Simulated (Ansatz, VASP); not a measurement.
## Si3N: VASP beside Ansatz

Contents of INCAR:

```
SYSTEM = Si3N
PREC = Accurate ; ENCUT = 520
EDIFF = 1E-6 ; ISMEAR = 0
SIGMA = 0.05 ; LREAL = .False.
LASPH = .True. ; NELM = 60
ALGO = Normal ; ISIF = 2
LWAVE = .False. ; LCHARG = .False.
LDIPOL = .True. ; IDIPOL = 3
DIPOL = 0.5 0.5 0.321 ; GGA = PE
IVDW = 12 ; NBANDS = 27
```

KPOINTS

```
regular mesh
0
Gamma
  7 5 1
  0 0 0
```

File POSCAR:

```
Si3N
1.0
    3.8333442755      0.0000000000      0.0000000000
    0.0000000000      5.4211674636      0.0000000000
    0.0000000000      0.0000000000     22.4877586337
Si N
6 2
Direct
    0.5000000000      0.0000000000      0.1778745523
    0.0000000000      0.2500000000      0.1778745523
    0.0000000000      0.5038839981      0.2608672216
    0.5000000000      0.7461160019      0.2608672216
    0.5000000000      0.0086033066      0.3418641564
    0.0000000000      0.2413966934      0.3418641564
    0.5000000000      0.5086033066      0.4797169344
    0.5000000000      0.5086033066      0.5286324363
```

Input for Ansatz:

```yaml
crystal:
  lattice:
    - [3.8333442755, 0.0, 0.0]
    - [0.0, 5.4211674636, 0.0]
    - [0.0, 0.0, 22.4877586337]
  atoms:
    - { symbol: Si, position: [0.5, 0.0, 0.1778745523] }
    - { symbol: Si, position: [0.0, 0.25, 0.1778745523] }
    - { symbol: Si, position: [0.0, 0.5038839981, 0.2608672216] }
    - { symbol: Si, position: [0.5, 0.7461160019, 0.2608672216] }
    - { symbol: Si, position: [0.5, 0.0086033066, 0.3418641564] }
    - { symbol: Si, position: [0.0, 0.2413966934, 0.3418641564] }
    - { symbol: "N", position: [0.5, 0.5086033066, 0.4797169344] }
    - { symbol: "N", position: [0.5, 0.5086033066, 0.5286324363] }
basis:
  ecutwfc: 420
kpoints:
  mp_grid: { grid: [7, 5, 1] }
hamiltonian:
  xc: pbe
  pseudopotentials: { kind: paw, azcp: { folder: soft_1 } }
  dispersion: d3bj
scf:
  occupations: { method: gaussian, width: 0.05 }
output:
  forces: true
  eigenvalues: true
efield:
  axis: 3
  dipole_correction: true
  ramp_width: 0.04
```

Alike in both runs: task single point; functional PBE; dispersion D3(BJ); k mesh 7 × 5 × 1; occupations gaussian, width 0.05 eV; no spin polarisation.

```csv
,VASP,Ansatz
version,VASP 6.6.1,Ansatz 0.2.0
potentials or method,"VASP PAW PBE potentials, release 64 (Si, N), cutoff 520 eV","scalar-relativistic, plane waves, PAW"
valence electrons in the cell,34,34
```

Ansatz gave:

- gap on the k mesh at the Fermi level (eV): none
- rms of the force components (eV/Å): 0.195

Problem. Which values does VASP return?

Solution. gap on the k mesh at the Fermi level (eV): none; rms of the force components (eV/Å): 0.650.

Atom by atom the forces differ by 0.519 eV/Å (rms over components). A gap of «none» marks a metal or a gap that the smearing closes. One of these differences is far larger than is usual between the two programs; its cause wasn't traced.

Noted on VASP's run: the standard files for N, O and F lose accuracy on very short bonds.
